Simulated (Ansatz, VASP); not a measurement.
## Two plane-wave programs on TiGe6Mo2

```xyz
9
Lattice="0.0000 4.3808 7.5381 2.5127 0.0000 7.5381 2.5127 4.3808 0.0000" Properties=species:S:1:pos:R:3 pbc="T T T"
Ti    0.0000    0.0000    0.0000
Ge    2.5127    5.7973    7.5381
Ge    2.5127    5.7973   12.5635
Ge    2.5127    5.7973    2.5127
Ge    2.5127    2.9643    7.5381
Ge    2.5127    2.9643   12.5635
Ge    2.5127    2.9643    2.5127
Mo    2.5127    4.3808    5.0254
Mo    2.5127    4.3808   10.0508
```

Alike in both runs: task relaxation of cell and atoms; functional PBE; k mesh 4 × 4 × 4; occupations gaussian, width 0.1 eV; no spin polarisation.

```csv
,VASP,Ansatz
version,VASP 6.6.1,Ansatz 0.2.0
potentials or method,"VASP PAW PBE potentials, release 64 (Ti_sv, Ge_d, Mo_sv), cutoff 600 eV","scalar-relativistic, plane waves, PAW"
valence electrons in the cell,124,124
```

VASP gave:

```
gap on the k mesh at the Fermi level, each at its own relaxed structure (eV) : none
relaxed volume (Å³/atom)                                                     : 15.68
relaxed cell length with the largest relative difference (Å)                 : 4.802
```

**Question.** Estimate Ansatz's values.

**Answer.** gap on the k mesh at the Fermi level, each at its own relaxed structure (eV): none; relaxed volume (Å³/atom): 15.65; relaxed cell length with the largest relative difference (Å): 4.798.

A gap of «none» marks a metal or a gap that the smearing closes.

The k mesh is coarse, so the values compare programs but aren't converged.
